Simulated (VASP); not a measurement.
A run of VASP 6.6.1 is set up as follows.

INCAR

```
SYSTEM = CdTe
ALGO = Normal
EDIFF = 1E-6
EDIFFG = -0.02
ENCUT = 600
GGA = PS
IBRION = 2
ISIF = 3
ISMEAR = -1
LASPH = .TRUE.
LCHARG = .FALSE.
LREAL = .FALSE.
LWAVE = .FALSE.
NELM = 100
NSW = 80
PREC = Accurate
PSTRESS = 50.0
SIGMA = 0.05
```

KPOINTS

```
k-points
0
G
  7 7 7
  0 0 0
```

File POSCAR:

```
CdTe
1.0
    0.0000000000      3.2050000000      3.2050000000
    3.2050000000      0.0000000000      3.2050000000
    3.2050000000      3.2050000000      0.0000000000
Te Cd
1 1
Direct
    0.7500000000      0.7500000000      0.7500000000
    0.0000000000      0.0000000000      0.0000000000
```

Potentials or basis: VASP PAW PBE potentials, release 64 (Te, Cd).

Command:

```sh
$ cat potpaw_PBE.64/Te/POTCAR potpaw_PBE.64/Cd/POTCAR > POTCAR
$ mpirun -np 1 vasp_std > vasp.out
```

(1) What does it give for the band gap on the k mesh?

(2) What does it give for the space group after relaxing (to 0.05 Å)?

Answers

(1) 0.93 eV, direct.

(2) F-43m (No. 216).

Caveat: the cell is relaxed towards a set pressure, so the enthalpy falls and the energy may rise; spin-orbit coupling is left out, which moves the levels of the heavy elements.
